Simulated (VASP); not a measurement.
CdTe:

```
CELL_PARAMETERS angstrom
0.00000 3.27990 3.27990
3.27990 0.00000 3.27990
3.27990 3.27990 0.00000
ATOMIC_POSITIONS crystal
Cd 0.00000 0.00000 0.00000
Te 0.25000 0.25000 0.25000
```

Base run:

| Property | Result |
| --- | --- |
| Program | VASP 6.6.1 |
| Functional | r2SCAN0 |
| Potentials or basis | VASP PAW PBE potentials, release 64 (Cd, Te) |
| Cutoff | 520 eV |
| k mesh | 4 × 4 × 4 |
| Occupations | gaussian, width 0.01 eV |
| Spin | no spin polarisation |

Its results: band gap on the k mesh 2.43 eV; pressure -0.5 GPa.

The run is repeated on the same cell with these changes: functional from r2SCAN0 to HSE06; further incar settings from ALGO = Normal; EDIFF = 1e-07; NBANDS = 16 to ALGO = Normal; EDIFF = 1e-06; NBANDS = 16. What comes out?

Band gap on the k mesh 1.44 eV; pressure 0.2 GPa.

Caveats: the PAW data sets were made with another functional, which shifts forces and pressure a little; spin-orbit coupling is left out, which moves the levels of the heavy elements.

